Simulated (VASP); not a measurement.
Wanted: the native input for a VASP 6.6.1 run.

```
Task                   : single point
Functional             : PBE
Potentials or basis    : VASP PAW PBE potentials, release 64 (Na_pv, W_sv)
Cutoff                 : 520 eV
k mesh                 : 12 × 12 × 12
Occupations            : gaussian, width 0.1 eV
Spin                   : no spin polarisation
Dipole correction      : no
Further INCAR settings : ALGO = Fast; EDIFF = 1e-07; NBANDS = 32
```

The structure of NaW3 lies in POSCAR:

```
NaW3
1.0
    4.0636960205      0.0000000000      0.0000000000
    0.0000000000      4.0636960205      0.0000000000
    0.0000000000      0.0000000000      4.0248440114
Na W
1 3
Direct
    0.0000000000      0.0000000000      0.0000000000
    0.0000000000      0.5000000000      0.5000000000
    0.5000000000      0.0000000000      0.5000000000
    0.5000000000      0.5000000000      0.0000000000
```

These files were run (other wordings do the same):

INCAR

```
ALGO = Fast
EDIFF = 1E-7
ENCUT = 520
GGA = PE
ISIF = 2
ISMEAR = 0
LASPH = True
LCHARG = False
LREAL = False
LWAVE = False
NBANDS = 32
NELM = 80
PREC = Accurate
SIGMA = 0.1
```

KPOINTS

```
k-points
0
Gamma
  12 12 12
```

Potentials or basis: VASP PAW PBE potentials, release 64 (Na_pv, W_sv).

The run is started by

```console
$ cat potpaw_PBE.64/Na_pv/POTCAR potpaw_PBE.64/W_sv/POTCAR > POTCAR
$ mpirun -np 1 vasp_std > vasp.out
```

It gave:

```json
{
 "Pressure": "0.3 GPa"
}
```

It took 9.3 min on 1 thread of AMD EPYC 7R13, on a shared host, peak memory 0.38 GiB.
